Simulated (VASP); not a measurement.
# Mg7Cd (P-6m2) in VASP: a series of runs

Runs on Mg7Cd. Level: LDA. Tasks: single point.

All numbers are computed with VASP 6.6.1; they aren't measurements. Logs are shortened: lines on timing, memory, paths and dates and some standing lists are left out, and cuts for length are marked.

### Step 1. The cell of the first run

Symmetry: P-6m2, No. 187, hexagonal system. Conventional cell: a = 6.329 Å, b = 6.329 Å, c = 5.022 Å, α = 90.00°, β = 90.00°, γ = 120.00°. Within 4.1 Å of Mg (site symmetry mm2) lie 10 Mg at 3.10 to 3.17 Å and 2 Cd at 3.16 Å. Mg (site symmetry mm2) has 2 Cd at 3.10 Å and 10 Mg at 3.11 to 3.17 Å within 4.1 Å. Mg (site symmetry -6m2) has 12 Mg at 3.10 to 3.16 Å within 4.1 Å. Cd (site symmetry -6m2) has 12 Mg at 3.10 to 3.16 Å within 4.1 Å.

### Step 2. Single point, LDA

Input file INCAR:

```
PREC     = Accurate       # precision mode
ENCUT    = 520            # plane-wave cutoff, eV
EDIFF    = 1E-6           # SCF threshold, eV
ISMEAR   = -1             # smearing method
SIGMA    = 0.02           # smearing width, eV
LREAL    = False          # projectors in reciprocal space
LASPH    = True           # aspherical terms in the spheres
NELM     = 80             # most SCF steps
ALGO     = Normal         # electronic algorithm
ISIF     = 2              # what is computed and relaxed
LWAVE    = False          # write WAVECAR
LCHARG   = True           # write CHGCAR
LELF     = True           # ELF
LVHAR    = True         
NBANDS   = 23             # bands
```

Input file KPOINTS:

```
Automatic mesh
0
Gamma
  5 5 6
```

Input file POSCAR:

```
Mg7Cd
1.0
    6.3292828300      0.0000000000      0.0000000000
   -3.1646414100      5.4813197200      0.0000000000
    0.0000000000      0.0000000000      5.0222390400
Mg Cd
7 1
Direct
    0.9996655289      0.4998327593      0.5000000000
    0.5001672295      0.4998327593      0.5000000000
    0.5001672297      0.0003344705      0.5000000000
    0.1663672198      0.3327344496      0.0000000000
    0.1663672190      0.8336327789      0.0000000000
    0.6672655491      0.8336327789      0.0000000000
    0.6666666698      0.3333333291      0.0000000000
    0.0000000000      0.0000000000      0.5000000000
```

Potentials or basis: VASP PAW LDA potentials, release 64 (Mg, Cd).

Run with:

```bash
> cat potpaw_LDA.64/Mg/POTCAR potpaw_LDA.64/Cd/POTCAR > POTCAR
> mpirun -np 1 vasp_std > vasp.out
```

OUTCAR:

```text
PREC = Accurate
   ENCUT = 520
   EDIFF = 1E-6
   ISMEAR = -1
   LREAL = False
   LASPH = True
   NELM = 80
   ISIF = 2

 ion  position               nearest neighbor table
   1  1.000  0.500  0.500-   7 3.10   7 3.10   4 3.11   4 3.11   5 3.11   5 3.11   3 3.16   2 3.16
                             8 3.16   8 3.16   2 3.17   3 3.17
   2  0.500  0.500  0.500-   7 3.10   7 3.10   4 3.11   4 3.11   6 3.11   6 3.11   3 3.16   1 3.16
                             8 3.16   8 3.16   1 3.17   3 3.17
   3  0.500  0.000  0.500-   7 3.10   7 3.10   5 3.11   5 3.11   6 3.11   6 3.11   2 3.16   1 3.16
                             8 3.16   8 3.16   1 3.17   2 3.17
   4  0.166  0.333  0.000-   8 3.10   8 3.10   1 3.11   1 3.11   2 3.11   2 3.11   5 3.16   6 3.16
                             7 3.16   7 3.16   6 3.17   5 3.17
   5  0.166  0.834  0.000-   8 3.10   8 3.10   3 3.11   3 3.11   1 3.11   1 3.11   6 3.16   4 3.16
                             7 3.16   7 3.16   4 3.17   6 3.17
   6  0.667  0.834  0.000-   8 3.10   8 3.10   3 3.11   3 3.11   2 3.11   2 3.11   5 3.16   4 3.16
                             7 3.16   7 3.16   4 3.17   5 3.17
   7  0.667  0.333  0.000-   3 3.10   3 3.10   1 3.10   1 3.10   2 3.10   2 3.10   4 3.16   6 3.16
                             5 3.16   5 3.16   6 3.16   4 3.16
   8  0.000  0.000  0.500-   5 3.10   5 3.10   4 3.10   4 3.10   6 3.10   6 3.10   3 3.16   2 3.16
                             1 3.16   1 3.16   3 3.16   2 3.16

  LATTYP: Found a hexagonal cell.
 ALAT       =     6.3292828300
 C/A-ratio  =     0.7934925923

  Lattice vectors:

 A1 = (   6.3292828300,   0.0000000000,   0.0000000000)
 A2 = (  -3.1646414100,   5.4813197200,   0.0000000000)
 A3 = (   0.0000000000,   0.0000000000,   5.0222390400)

Analysis of symmetry for initial positions (statically):
=====================================================================
 Subroutine PRICEL returns:
 Original cell was already a primitive cell.

 Routine SETGRP: Setting up the symmetry group for a
 hexagonal supercell.

 Subroutine GETGRP returns: Found 12 space group operations
 (whereof 12 operations were pure point group operations)
 out of a pool of 24 trial point group operations.

The static configuration has the point symmetry D_3h.

Analysis of symmetry for dynamics (positions and initial velocities):
=====================================================================
 Subroutine PRICEL returns:
 Original cell was already a primitive cell.

 Routine SETGRP: Setting up the symmetry group for a
 hexagonal supercell.

 Subroutine GETGRP returns: Found 12 space group operations
 (whereof 12 operations were pure point group operations)
 out of a pool of 24 trial point group operations.

The dynamic configuration has the point symmetry D_3h.

 Subroutine INISYM returns: Found 12 space group operations
 (whereof 12 operations are pure point group operations),
 and found     1 'primitive' translations

----------------------------------------------------------------------------------------

                                     Primitive cell

  volume of cell :     174.2356

  direct lattice vectors                    reciprocal lattice vectors
     6.329282830  0.000000000  0.000000000     0.157995784  0.091218908  0.000000000
    -3.164641410  5.481319720  0.000000000     0.000000000  0.182437816  0.000000000
     0.000000000  0.000000000  5.022239040     0.000000000  0.000000000  0.199114377

  length of vectors
     6.329282830  6.329282829  5.022239040     0.182437816  0.182437816  0.199114377

  position of ions in fractional coordinates (direct lattice)
     0.999665529  0.499832759  0.500000000
     0.500167230  0.499832759  0.500000000
     0.500167230  0.000334471  0.500000000
     0.166367220  0.332734450  0.000000000
     0.166367219  0.833632779  0.000000000
     0.667265549  0.833632779  0.000000000
     0.666666670  0.333333329  0.000000000
     0.000000000  0.000000000  0.500000000

  ion indices of the primitive-cell ions
   primitive index   ion index
                 1           1
                 2           2
                 3           3
                 4           4
                 5           5
                 6           6
                 7           7
                 8           8

----------------------------------------------------------------------------------------

 KPOINTS: Automatic mesh

Automatic generation of k-mesh.
 Grid dimensions read from file:
 generate k-points for:    5    5    6

 Generating k-lattice:

  Cartesian coordinates                     Fractional coordinates (reciprocal lattice)
     0.031599157  0.018243782  0.000000000     0.200000000  0.000000000  0.000000000
     0.000000000  0.036487563  0.000000000     0.000000000  0.200000000  0.000000000
     0.000000000  0.000000000  0.033185730     0.000000000  0.000000000  0.166666667

  Length of vectors
     0.036487563  0.036487563  0.033185730

  Shift w.r.t. Gamma in fractional coordinates (k-lattice)
     0.000000000  0.000000000  0.000000000

 Subroutine IBZKPT returns following result:
 ===========================================

 Found     20 irreducible k-points:

 Following reciprocal coordinates:
            Coordinates               Weight
  0.000000  0.000000  0.000000      1.000000
  0.200000 -0.000000  0.000000      6.000000
  0.400000 -0.000000  0.000000      6.000000
  0.200000  0.200000  0.000000      6.000000
  0.400000  0.200000  0.000000      6.000000
  0.000000  0.000000  0.166667      2.000000
[... 12 lines left out ...]
  0.200000  0.200000  0.500000      6.000000
  0.400000  0.200000  0.500000      6.000000
   k-points           NKPTS =     20   k-points in BZ     NKDIM =     20   number of bands    NBANDS=     23
   number of dos      NEDOS =    301   number of ions     NIONS =      8
   total plane-waves  NPLWV =  92160
   dimension x,y,z NGX =    48 NGY =   48 NGZ =   40
   dimension x,y,z NGXF=    96 NGYF=   96 NGZF=   80
   ions per type =               7   1
   NGX,Y,Z   is equivalent  to a cutoff of  12.61, 12.61, 13.24 a.u.
   NGXF,Y,Z  is equivalent  to a cutoff of  25.22, 25.22, 26.48 a.u.
 SYSTEM =  unknown system
   PREC   = accura    normal or accurate (medium, high low for compatibility)
   ISTART =      0    job   : 0-new  1-cont  2-samecut
   ICHARG =      2    charge: 1-file 2-atom 10-const
   ISPIN  =      1    spin polarized calculation?
   LNONCOLLINEAR =      F non collinear calculations
   LSORBIT =      F    spin-orbit coupling
   LASPH  =      T    aspherical Exc in radial PAW
   ENCUT  =  520.0 eV  38.22 Ry    6.18 a.u.  11.77 11.77  9.34*2*pi/ulx,y,z
   NELM   =     80;   NELMIN=  2; NELMDL= -5     # of ELM steps
   EDIFF  = 0.1E-05   stopping-criterion for ELM
   LREAL  =      F    real-space projection
   EDIFFG = 0.1E-04   stopping-criterion for IOM
   NSW    =      0    number of steps for IOM
   IBRION =     -1    ionic relax: 0-MD 1-quasi-New 2-CG
   NFREE  =      0    steps in history (QN), initial steepest desc. (CG)
   ISIF   =      2    stress and relaxation
   ISYM   =      2    0-nonsym 1-usesym 2-fastsym
   POTIM  = 0.5000    time-step for ionic-motion
   TEBEG  =    0.0;   TEEND  =   0.0 temperature during run
   PSTRESS=    0.0 pullay stress
   NELECT =      26.0000    total number of electrons
   NUPDOWN=      -1.0000    fix difference up-down
   EMIN   =  10.00;   EMAX   =-10.00  energy-range for DOS
   EFERMI =   0.00;   METHOD = LEGACY
   ISMEAR =    -1;   SIGMA  =   0.02  broadening in eV -4-tet -1-fermi 0-gaus
   EFERMI_NEDOS =   21; number of points for ismear=-14 and -15
   IALGO  =     38    algorithm
   IMIX   =      4    mixing-type and parameters
     AMIX     =   0.40;   BMIX     =  1.00
     AMIX_MAG =   1.60;   BMIX_MAG =  1.00
  volume/ion in A,a.u.               =      21.78       146.98
  Fermi-wavevector in a.u.,A,eV,Ry     =   0.868334  1.640914 10.258853  0.754004
  Thomas-Fermi vector in A             =   1.986998
   LORBIT       =      0    0 simple, 1 ext, 2 COOP (PROOUT), +10 PAW based schemes
   GGA     = CA    functional components
   LHFCALC =     F    Hartree Fock is set to
   AEXX    =    0.0000 exact exchange contribution
   IVDW    =     0    specifies the selected vdW correction
   LEPSILON=     F    determine dielectric tensor
   LRPA    =     F    only Hartree local field effects (RPA)
 non-spin polarized calculation
  energy-cutoff  :      520.00
  volume of cell :      174.24
 maximum number of plane-waves:      4724
 NGX is ok and might be reduce to    48
   NGX = 23   NGY = 23   NGZ = 19

 number of electron      25.9999997 magnetization

 Free energy of the ion-electron system (eV)
  ---------------------------------------------------
  ext. energy  EPLUGINS =         0.00000000
  ---------------------------------------------------
  free energy    TOTEN  =       -14.60483026 eV

  energy without entropy =      -14.59715406  energy(sigma->0) =      -14.60099216

 E-fermi :   2.8531     XC(G=0):  -9.1585

 val. band max:        2.8214239979   @ k =   0.4000  -0.0000   0.0000
 cond. band min:       2.8657219618   @ k =   0.2000  -0.0000   0.3333
 fundamental gap:      0.0442979639
 Fermi energy:         2.8531255464

 k-point     1 :       0.0000    0.0000    0.0000
  band No.  band energies     occupation
      1      -6.0672      2.00000
      2      -6.0204      2.00000
      3      -6.0204      2.00000
      4      -5.9975      2.00000
      5      -5.9975      2.00000
      6      -4.6736      2.00000
[... 15 lines left out ...]
     22       6.4459      0.00000
     23       6.4459      0.00000

 k-point     2 :       0.2000   -0.0000    0.0000
  band No.  band energies     occupation
      1      -6.0655      2.00000
      2      -6.0216      2.00000
      3      -6.0156      2.00000
      4      -5.9985      2.00000
      5      -5.9977      2.00000
      6      -4.4728      2.00000
[... 15 lines left out ...]
     22       6.9153      0.00000
     23       7.1330      0.00000
[... 440 lines left out ...]
     22       8.6490      0.00000
     23       8.8129      0.00000

 k-point    20 :       0.4000    0.2000    0.5000
  band No.  band energies     occupation
      1      -6.0306      2.00000
      2      -6.0253      2.00000
      3      -6.0151      2.00000
      4      -6.0064      2.00000
      5      -5.9997      2.00000
      6      -2.2450      2.00000
[... 15 lines left out ...]
     22       7.6664      0.00000
     23       7.6784      0.00000

------------------------ aborting loop because EDIFF is reached ----------------------------------------

  FORCE on cell =-STRESS in cart. coord.  units (eV):
  Direction    XX          YY          ZZ          XY          YZ          ZX
  --------------------------------------------------------------------------------------
  -------------------------------------------------------------------------------------
  Total       -2.3968595     -2.3968595     -1.1132535     -0.0000000     -0.0000000      0.0000000
  in kB      -22.0402311    -22.0402311    -10.2368801     -0.0000000     -0.0000000      0.0000000
  external PRESSURE =     -18.1057807 kB  Pullay stress =       0.0000000 kB

 VOLUME and BASIS-vectors are now :
 -----------------------------------------------------------------------------
  energy-cutoff  :      520.00
  volume of cell :      174.24
      direct lattice vectors                 reciprocal lattice vectors
     6.329282830  0.000000000  0.000000000     0.157995784  0.091218908  0.000000000
    -3.164641410  5.481319720  0.000000000     0.000000000  0.182437816  0.000000000
     0.000000000  0.000000000  5.022239040     0.000000000  0.000000000  0.199114377

 POSITION                                       TOTAL-FORCE (eV/Angst)
 -----------------------------------------------------------------------------------
      4.74537      2.73974      2.51112        -0.017356     -0.010021      0.000000
      1.58391      2.73974      2.51112         0.017356     -0.010021      0.000000
      3.16464      0.00183      2.51112         0.000000      0.020041     -0.000000
     -0.00000      1.82382      0.00000        -0.000000     -0.060598      0.000000
     -1.58516      4.56941      0.00000        -0.052479      0.030299      0.000000
      1.58516      4.56941      0.00000         0.052479      0.030299      0.000000
      3.16464      1.82711      0.00000         0.000000      0.000000      0.000000
      0.00000      0.00000      2.51112         0.000000     -0.000000      0.000000
 -----------------------------------------------------------------------------------
    total drift:                               -0.000002     -0.000003     -0.000000

  FREE ENERGIE OF THE ION-ELECTRON SYSTEM (eV)
  ---------------------------------------------------
  free  energy   TOTEN  =       -14.6048302564 eV

  energy  without entropy=      -14.5971540586  energy(sigma->0) =      -14.60099216
```

Run time: 94 s. Hardware: 1 thread of Intel Xeon 8259CL, shared host; peak memory 0.27 GiB.

What came out:

```yaml
Free_energy: -14.6048 eV
Pressure: -1.8 GPa
Largest_force: 0.061 eV/Å
Band_gap_on_the_k_mesh: zero (bands 13 and 14 overlap by 1.75 eV)
```

Forces on the atoms (eV/Å):
```
Mg  -0.017 -0.010  0.000
Mg   0.017 -0.010  0.000
Mg   0.000  0.020  0.000
Mg   0.000 -0.061  0.000
Mg  -0.052  0.030  0.000
Mg   0.052  0.030  0.000
Mg   0.000  0.000  0.000
Cd   0.000  0.000  0.000
```

Stress tensor (GPa, compression positive):
```
-2.20  0.00  0.00
 0.00 -2.20  0.00
 0.00  0.00 -1.02
```

### Step 3. Single point, LDA

Input file INCAR:

```
SYSTEM = Mg7Cd
ALGO = Normal
EDIFF = 1E-6
ENCUT = 520
GGA = CA
ISIF = 2
ISMEAR = -1
LASPH = .TRUE.
LCHARG = .FALSE.
LREAL = .FALSE.
LWAVE = .FALSE.
NBANDS = 23
NELM = 80
PREC = Accurate
SIGMA = 0.02
```

Input file KPOINTS:

```
k-points
0
G
  5 5 6
  0 0 0
```

POSCAR is that of step 2.

Potentials or basis: VASP PAW LDA potentials, release 64 (Mg, Cd).

Run with:

```bash
> cat potpaw_LDA.64/Mg/POTCAR potpaw_LDA.64/Cd/POTCAR > POTCAR
> mpirun -np 1 vasp_std > vasp.out
```

OUTCAR:

```text
SYSTEM = Mg7Cd
   EDIFF = 1E-6
   ENCUT = 520
   GGA = CA
   ISIF = 2
   ISMEAR = -1
   LASPH = .TRUE.
   LREAL = .FALSE.
   NELM = 80
   PREC = Accurate

 ion  position               nearest neighbor table
   1  1.000  0.500  0.500-   7 3.10   7 3.10   4 3.11   4 3.11   5 3.11   5 3.11   3 3.16   2 3.16
                             8 3.16   8 3.16   2 3.17   3 3.17
   2  0.500  0.500  0.500-   7 3.10   7 3.10   4 3.11   4 3.11   6 3.11   6 3.11   3 3.16   1 3.16
                             8 3.16   8 3.16   1 3.17   3 3.17
   3  0.500  0.000  0.500-   7 3.10   7 3.10   5 3.11   5 3.11   6 3.11   6 3.11   2 3.16   1 3.16
                             8 3.16   8 3.16   1 3.17   2 3.17
   4  0.166  0.333  0.000-   8 3.10   8 3.10   1 3.11   1 3.11   2 3.11   2 3.11   5 3.16   6 3.16
                             7 3.16   7 3.16   6 3.17   5 3.17
   5  0.166  0.834  0.000-   8 3.10   8 3.10   3 3.11   3 3.11   1 3.11   1 3.11   6 3.16   4 3.16
                             7 3.16   7 3.16   4 3.17   6 3.17
   6  0.667  0.834  0.000-   8 3.10   8 3.10   3 3.11   3 3.11   2 3.11   2 3.11   5 3.16   4 3.16
                             7 3.16   7 3.16   4 3.17   5 3.17
   7  0.667  0.333  0.000-   3 3.10   3 3.10   1 3.10   1 3.10   2 3.10   2 3.10   4 3.16   6 3.16
                             5 3.16   5 3.16   6 3.16   4 3.16
   8  0.000  0.000  0.500-   5 3.10   5 3.10   4 3.10   4 3.10   6 3.10   6 3.10   3 3.16   2 3.16
[... 207 lines left out ...]
      6      -4.6736      2.00000
[... 509 lines left out ...]
     22       7.6664      0.00000
     23       7.6784      0.00000

------------------------ aborting loop because EDIFF is reached ----------------------------------------

  FORCE on cell =-STRESS in cart. coord.  units (eV):
  Direction    XX          YY          ZZ          XY          YZ          ZX
  --------------------------------------------------------------------------------------
  -------------------------------------------------------------------------------------
  Total       -2.3968595     -2.3968595     -1.1132535     -0.0000000     -0.0000000      0.0000000
  in kB      -22.0402311    -22.0402311    -10.2368801     -0.0000000     -0.0000000      0.0000000
  external PRESSURE =     -18.1057807 kB  Pullay stress =       0.0000000 kB

 VOLUME and BASIS-vectors are now :
 -----------------------------------------------------------------------------
  energy-cutoff  :      520.00
  volume of cell :      174.24
      direct lattice vectors                 reciprocal lattice vectors
     6.329282830  0.000000000  0.000000000     0.157995784  0.091218908  0.000000000
    -3.164641410  5.481319720  0.000000000     0.000000000  0.182437816  0.000000000
     0.000000000  0.000000000  5.022239040     0.000000000  0.000000000  0.199114377

 POSITION                                       TOTAL-FORCE (eV/Angst)
 -----------------------------------------------------------------------------------
      4.74537      2.73974      2.51112        -0.017356     -0.010021      0.000000
      1.58391      2.73974      2.51112         0.017356     -0.010021      0.000000
      3.16464      0.00183      2.51112         0.000000      0.020041     -0.000000
     -0.00000      1.82382      0.00000        -0.000000     -0.060598      0.000000
     -1.58516      4.56941      0.00000        -0.052479      0.030299      0.000000
      1.58516      4.56941      0.00000         0.052479      0.030299      0.000000
      3.16464      1.82711      0.00000         0.000000      0.000000      0.000000
      0.00000      0.00000      2.51112         0.000000     -0.000000      0.000000
 -----------------------------------------------------------------------------------
    total drift:                               -0.000002     -0.000003     -0.000000

  FREE ENERGIE OF THE ION-ELECTRON SYSTEM (eV)
  ---------------------------------------------------
  free  energy   TOTEN  =       -14.6048302564 eV

  energy  without entropy=      -14.5971540586  energy(sigma->0) =      -14.60099216
```

Run time: 88 s. Hardware: 1 thread of Intel Xeon 8259CL, shared host; peak memory 0.27 GiB.

What came out:

```
Free energy            : -14.6048 eV
Pressure               : -1.8 GPa
Largest force          : 0.061 eV/Å
Band gap on the k mesh : zero (bands 13 and 14 overlap by 1.75 eV)
```

Forces in eV/Å, atoms in the order of the input:
```
Mg  -0.017 -0.010  0.000
Mg   0.017 -0.010  0.000
Mg   0.000  0.020  0.000
Mg   0.000 -0.061  0.000
Mg  -0.052  0.030  0.000
Mg   0.052  0.030  0.000
Mg   0.000  0.000  0.000
Cd   0.000  0.000  0.000
```

Levels at points of the mesh, in eV from the Fermi level:
```
           k point  band 10  band 11  band 12  band 13  band 14  band 15  band 16  band 17
(0.00, 0.00, 0.00)    -2.40    -2.25    -2.25    -1.80    -1.04     2.51     2.69     2.69
(0.00, 0.00, 0.50)    -1.39    -1.39    -1.29    -1.29    -1.19    -0.63    -0.33    -0.33
```
